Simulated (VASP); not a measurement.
# CrAu2 (P6_3/mmc) in VASP: single point with PBE

Aim: the single point of CrAu2 with PBE.

All numbers are computed with VASP 6.6.1; they aren't measurements. Logs are shortened: lines on timing, memory, paths and dates and some standing lists are left out, and cuts for length are marked.

### 1 The cell of the first run

Symmetry: P6_3/mmc, No. 194, hexagonal system. The conventional cell has a = 2.946 Å, b = 2.946 Å, c = 12.009 Å, α = 90.00°, β = 90.00°, γ = 120.00°. Within 3.0 Å of Cr (site symmetry -6m2) lie 6 Au at 2.25 Å and 6 Cr at 2.95 Å. Within 3.0 Å of Au (site symmetry 3m) lie 3 Cr at 2.25 Å and 7 Au at 2.94 to 2.95 Å.

The cell was generated, and may not be a known phase.

### 2 Single point, PBE, collinear spin, ferromagnetic start

Contents of INCAR:

```
  PREC = Accurate
  ENCUT = 520
  EDIFF = 1E-7
  ISMEAR = 0
  SIGMA = 0.1
  LREAL = F
  LASPH = T
  NELM = 150
  ALGO = Fast
  ISIF = 2
  LWAVE = F
  LCHARG = F
  ISPIN = 2
  MAGMOM = 3 3 0 0 0 0
  LORBIT = 11
  LMAXMIX = 4
  GGA = PE
  NBANDS = 47
```

Contents of KPOINTS:

```
regular mesh
0
Gamma
  6 6 2
```

Contents of POSCAR:

```
CrAu2
1.0
    2.9459810300      0.0000000000      0.0000000000
   -1.4729905200      2.5512944100      0.0000000000
    0.0000000000      0.0000000000     12.0090813200
Cr Au
2 4
Direct
    0.6666666700      0.3333333300      0.7500000000
    0.3333333300      0.6666666700      0.2500000000
    0.3333333300      0.6666666700      0.8722223000
    0.6666666700      0.3333333300      0.3722223000
    0.3333333300      0.6666666700      0.6277777000
    0.6666666700      0.3333333300      0.1277777000
```

Potentials or basis: VASP PAW PBE potentials, release 64 (Cr_pv, Au).

Started as:

```bash
$ cat potpaw_PBE.64/Cr_pv/POTCAR potpaw_PBE.64/Au/POTCAR > POTCAR
$ mpirun -np 1 vasp_std > vasp.out
```

OUTCAR:

```text
PREC = Accurate
   ENCUT = 520
   EDIFF = 1E-7
   ISMEAR = 0
   LREAL = F
   LASPH = T
   NELM = 150
   ISIF = 2
   ISPIN = 2
   LORBIT = 11
   GGA = PE

 ion  position               nearest neighbor table
   1  0.667  0.333  0.750-   3 2.25   5 2.25   3 2.25   5 2.25   3 2.25   5 2.25
   2  0.333  0.667  0.250-   4 2.25   6 2.25   4 2.25   6 2.25   4 2.25   6 2.25
   3  0.333  0.667  0.872-   1 2.25   1 2.25   1 2.25   5 2.94   6 3.51   6 3.51   6 3.51
   4  0.667  0.333  0.372-   2 2.25   2 2.25   2 2.25   6 2.94   5 3.51   5 3.51   5 3.51
   5  0.333  0.667  0.628-   1 2.25   1 2.25   1 2.25   3 2.94   4 3.51   4 3.51   4 3.51
   6  0.667  0.333  0.128-   2 2.25   2 2.25   2 2.25   4 2.94   3 3.51   3 3.51   3 3.51

  LATTYP: Found a hexagonal cell.
 ALAT       =     2.9459810300
 C/A-ratio  =     4.0764285980

  Lattice vectors:

 A1 = (   2.9459810300,   0.0000000000,   0.0000000000)
 A2 = (  -1.4729905200,   2.5512944100,   0.0000000000)
 A3 = (   0.0000000000,   0.0000000000,  12.0090813200)

Analysis of symmetry for initial positions (statically):
=====================================================================
 Subroutine PRICEL returns:
 Original cell was already a primitive cell.

 Routine SETGRP: Setting up the symmetry group for a
 hexagonal supercell.

 Subroutine GETGRP returns: Found 24 space group operations
 (whereof 12 operations were pure point group operations)
 out of a pool of 24 trial point group operations.

The static configuration has the point symmetry D_3d.
 The point group associated with its full space group is D_6h.

Analysis of symmetry for dynamics (positions and initial velocities):
=====================================================================
 Subroutine PRICEL returns:
 Original cell was already a primitive cell.

 Routine SETGRP: Setting up the symmetry group for a
 hexagonal supercell.

 Subroutine GETGRP returns: Found 24 space group operations
 (whereof 12 operations were pure point group operations)
 out of a pool of 24 trial point group operations.

The dynamic configuration has the point symmetry D_3d.
 The point group associated with its full space group is D_6h.

Analysis of structural, dynamic, and magnetic symmetry:
=====================================================================
 Subroutine PRICEL returns:
 Original cell was already a primitive cell.

 Routine SETGRP: Setting up the symmetry group for a
 hexagonal supercell.

 Subroutine GETGRP returns: Found 24 space group operations
 (whereof 12 operations were pure point group operations)
 out of a pool of 24 trial point group operations.

The overall configuration has the point symmetry D_3d.
 The point group associated with its full space group is D_6h.

 Subroutine INISYM returns: Found 24 space group operations
 (whereof 12 operations are pure point group operations),
 and found     1 'primitive' translations

----------------------------------------------------------------------------------------

                                     Primitive cell

  volume of cell :      90.2610

  direct lattice vectors                    reciprocal lattice vectors
     2.945981030  0.000000000  0.000000000     0.339445499  0.195978951  0.000000000
    -1.472990520  2.551294410  0.000000000     0.000000000  0.391957900  0.000000000
     0.000000000  0.000000000 12.009081320     0.000000000  0.000000000  0.083270316

  length of vectors
     2.945981030  2.945981032 12.009081320     0.391957901  0.391957900  0.083270316

  position of ions in fractional coordinates (direct lattice)
     0.666666670  0.333333330  0.750000000
     0.333333330  0.666666670  0.250000000
     0.333333330  0.666666670  0.872222300
     0.666666670  0.333333330  0.372222300
     0.333333330  0.666666670  0.627777700
     0.666666670  0.333333330  0.127777700

  ion indices of the primitive-cell ions
   primitive index   ion index
                 1           1
                 2           2
                 3           3
                 4           4
[... 40 lines left out ...]
  0.333333 -0.000000  0.500000      6.000000
  0.500000 -0.000000  0.500000      3.000000
  0.166667  0.166667  0.500000      6.000000
  0.333333  0.166667  0.500000     12.000000
  0.333333  0.333333  0.500000      2.000000
   k-points           NKPTS =     14   k-points in BZ     NKDIM =     14   number of bands    NBANDS=     47
   number of dos      NEDOS =    301   number of ions     NIONS =      6
   total plane-waves  NPLWV =  51840
   dimension x,y,z NGX =    24 NGY =   24 NGZ =   90
   dimension x,y,z NGXF=    48 NGYF=   48 NGZF=  180
   ions per type =               2   4
   NGX,Y,Z   is equivalent  to a cutoff of  13.54, 13.54, 12.46 a.u.
   NGXF,Y,Z  is equivalent  to a cutoff of  27.09, 27.09, 24.92 a.u.
 SYSTEM =  unknown system
   PREC   = accura    normal or accurate (medium, high low for compatibility)
   ISTART =      0    job   : 0-new  1-cont  2-samecut
   ICHARG =      2    charge: 1-file 2-atom 10-const
   ISPIN  =      2    spin polarized calculation?
   LNONCOLLINEAR =      F non collinear calculations
   LSORBIT =      F    spin-orbit coupling
   LASPH  =      T    aspherical Exc in radial PAW
   ENCUT  =  520.0 eV  38.22 Ry    6.18 a.u.   5.48  5.48 22.33*2*pi/ulx,y,z
   NELM   =    150;   NELMIN=  2; NELMDL= -5     # of ELM steps
   EDIFF  = 0.1E-06   stopping-criterion for ELM
   LREAL  =      F    real-space projection
   EDIFFG = 0.1E-05   stopping-criterion for IOM
   NSW    =      0    number of steps for IOM
   IBRION =     -1    ionic relax: 0-MD 1-quasi-New 2-CG
   NFREE  =      0    steps in history (QN), initial steepest desc. (CG)
   ISIF   =      2    stress and relaxation
   ISYM   =      2    0-nonsym 1-usesym 2-fastsym
   POTIM  = 0.5000    time-step for ionic-motion
   TEBEG  =    0.0;   TEEND  =   0.0 temperature during run
   PSTRESS=    0.0 pullay stress
   NELECT =      68.0000    total number of electrons
   NUPDOWN=      -1.0000    fix difference up-down
   EMIN   =  10.00;   EMAX   =-10.00  energy-range for DOS
   EFERMI =   0.00;   METHOD = LEGACY
   ISMEAR =     0;   SIGMA  =   0.10  broadening in eV -4-tet -1-fermi 0-gaus
   EFERMI_NEDOS =   21; number of points for ismear=-14 and -15
   IALGO  =     68    algorithm
   IMIX   =      4    mixing-type and parameters
     AMIX     =   0.40;   BMIX     =  1.00
     AMIX_MAG =   1.60;   BMIX_MAG =  1.00
  volume/ion in A,a.u.               =      15.04       101.52
  Fermi-wavevector in a.u.,A,eV,Ry     =   1.489628  2.814988 30.191195  2.218990
  Thomas-Fermi vector in A             =   2.602512
   LORBIT       =     11    0 simple, 1 ext, 2 COOP (PROOUT), +10 PAW based schemes
   GGA     = PE    functional components
   LHFCALC =     F    Hartree Fock is set to
   AEXX    =    0.0000 exact exchange contribution
   IVDW    =     0    specifies the selected vdW correction
   LEPSILON=     F    determine dielectric tensor
   LRPA    =     F    only Hartree local field effects (RPA)
 spin polarized calculation
 RMM-DIIS sequential band-by-band and
 Gauss-broadening in eV      SIGMA  =   0.10
  energy-cutoff  :      520.00
  volume of cell :       90.26
 maximum number of plane-waves:      2504
 NGX is ok and might be reduce to    24
   NGX = 11   NGY = 11   NGZ = 45

 number of electron      67.9999999 magnetization       3.1816986

 Free energy of the ion-electron system (eV)
  ---------------------------------------------------
  ext. energy  EPLUGINS =         0.00000000
  ---------------------------------------------------
  free energy    TOTEN  =       -20.62269643 eV

  energy without entropy =      -20.57649786  energy(sigma->0) =      -20.59959715

 E-fermi :  10.8417     XC(G=0): -12.7630

 val. band max:       10.8364813463   @ k =   0.3333  -0.0000   0.0000
 cond. band min:      10.8429537320   @ k =   0.3333  -0.0000   0.0000
 fundamental gap:      0.0064723856
 Fermi energy:        10.8417330008

 spin component 1

 k-point     1 :       0.0000    0.0000    0.0000
  band No.  band energies     occupation
      1     -33.2859      1.00000
      2     -33.2858      1.00000
      3     -33.1067      1.00000
      4     -33.1067      1.00000
      5     -33.1067      1.00000
      6     -33.1067      1.00000
[... 675 lines left out ...]
     45      16.1151      0.00000
     46      16.1151      0.00000
 Fermi energy:        10.8417330008

 spin component 2

 k-point     1 :       0.0000    0.0000    0.0000
  band No.  band energies     occupation
      1     -31.7810      1.00000
      2     -31.7809      1.00000
      3     -31.7538      1.00000
      4     -31.7538      1.00000
      5     -31.7538      1.00000
      6     -31.7538      1.00000
[... 675 lines left out ...]
     45      16.4399      0.00000
     46      16.4399      0.00000
 [bands above 46 left out]

------------------------ aborting loop because EDIFF is reached ----------------------------------------

  FORCE on cell =-STRESS in cart. coord.  units (eV):
  Direction    XX          YY          ZZ          XY          YZ          ZX
  --------------------------------------------------------------------------------------
  -------------------------------------------------------------------------------------
  Total       38.8469923     38.8469923     52.3787463     -0.0000001      0.0000000      0.0000000
  in kB      689.5530334    689.5530328    929.7482566     -0.0000014      0.0000000      0.0000000
  external PRESSURE =     769.6181076 kB  Pullay stress =       0.0000000 kB

 VOLUME and BASIS-vectors are now :
 -----------------------------------------------------------------------------
  energy-cutoff  :      520.00
  volume of cell :       90.26
      direct lattice vectors                 reciprocal lattice vectors
     2.945981030  0.000000000  0.000000000     0.339445499  0.195978951  0.000000000
    -1.472990520  2.551294410  0.000000000     0.000000000  0.391957900  0.000000000
     0.000000000  0.000000000 12.009081320     0.000000000  0.000000000  0.083270316

 POSITION                                       TOTAL-FORCE (eV/Angst)
 -----------------------------------------------------------------------------------
      1.47299      0.85043      9.00681        -0.000000     -0.000000      0.000000
     -0.00000      1.70086      3.00227        -0.000000      0.000000      0.000000
     -0.00000      1.70086     10.47459         0.000000      0.000000      9.473019
      1.47299      0.85043      4.47005        -0.000000      0.000000      9.473019
     -0.00000      1.70086      7.53903         0.000000      0.000000     -9.473019
      1.47299      0.85043      1.53449        -0.000000     -0.000000     -9.473019
 -----------------------------------------------------------------------------------
    total drift:                               -0.000005      0.000003     -0.000000

  FREE ENERGIE OF THE ION-ELECTRON SYSTEM (eV)
  ---------------------------------------------------
  free  energy   TOTEN  =       -20.6226964292 eV

  energy  without entropy=      -20.5764978617  energy(sigma->0) =      -20.59959715

 total charge

# of ion       s       p       d       tot
------------------------------------------
    1        0.456   6.521   4.619  11.596
    2        0.456   6.521   4.619  11.596
    3        0.818   0.494   8.745  10.058
    4        0.818   0.494   8.745  10.058
    5        0.818   0.494   8.745  10.058
    6        0.818   0.494   8.745  10.058
--------------------------------------------------
tot          4.186  15.020  44.219  63.425

 magnetization (x)

# of ion       s       p       d       tot
------------------------------------------
    1        0.004   0.012   1.362   1.377
    2        0.004   0.012   1.362   1.377
    3       -0.016   0.003   0.091   0.078
    4       -0.016   0.003   0.091   0.078
    5       -0.016   0.003   0.091   0.078
    6       -0.016   0.003   0.091   0.078
--------------------------------------------------
tot         -0.056   0.035   3.085   3.064
```

Wall time 3.6 min (1 thread of Intel Xeon Platinum 8259CL at 2.50GHz (Skylake/Cascade Lake), shared host); peak memory 0.31 GiB.

What came out:

```
Free energy                                           : -20.6227 eV
Pressure                                              : 77.0 GPa
Largest force                                         : 9.473 eV/Å
Net moment                                            : 3.18 μB per cell
Site moments                                          : Cr +1.38; Au +0.08 μB
Valence electrons inside the program's atomic spheres : Cr 11.60; Au 10.06
```

Forces in eV/Å, atoms in the order of the input:
```
Cr   0.000  0.000  0.000
Cr   0.000  0.000  0.000
Au   0.000  0.000  9.473
Au   0.000  0.000  9.473
Au   0.000  0.000 -9.473
Au   0.000  0.000 -9.473
```

Stress tensor (GPa, compression positive):
```
68.96  0.00  0.00
 0.00 68.96  0.00
 0.00  0.00 92.97
```

Levels at points of the mesh, in eV from the Fermi level:
Spin up:
```csv
k point,band 33,band 34,band 35,band 36,band 37,band 38,band 39,band 40
"(0.00, 0.00, 0.00)",-0.10,-0.10,0.01,0.01,0.08,1.08,1.08,1.13
"(0.50, 0.00, 0.00)",-0.21,0.05,0.07,0.20,0.22,0.45,0.67,0.68
"(0.00, 0.00, 0.50)",-0.04,-0.04,-0.04,-0.04,0.88,0.88,1.11,1.11
"(0.50, 0.00, 0.50)",-0.07,-0.07,0.21,0.21,0.25,0.25,0.56,0.56
```
Spin down:
```
           k point  band 28  band 29  band 30  band 31  band 32  band 33  band 34  band 35  band 36  band 37
(0.00, 0.00, 0.00)    -4.71    -4.71    -3.37    -2.42     0.43     0.93     0.93     1.04     1.04     1.57
(0.50, 0.00, 0.00)    -2.38    -2.23    -2.07    -1.10    -1.08     0.13     0.85     1.03     1.07     1.17
(0.00, 0.00, 0.50)    -4.80    -4.80    -4.80    -0.54    -0.54     0.98     0.98     0.98     0.98     1.81
(0.50, 0.00, 0.50)    -2.58    -2.13    -2.13    -1.08    -1.08     0.33     0.33     1.13     1.13     1.17
```

Caveat: the k points lie up to 0.41 Å⁻¹ apart; spin-orbit coupling is left out, which moves the levels of the heavy elements; forces of over 1 eV/Å act on the atoms, so gaps and moduli don't describe the material at rest.
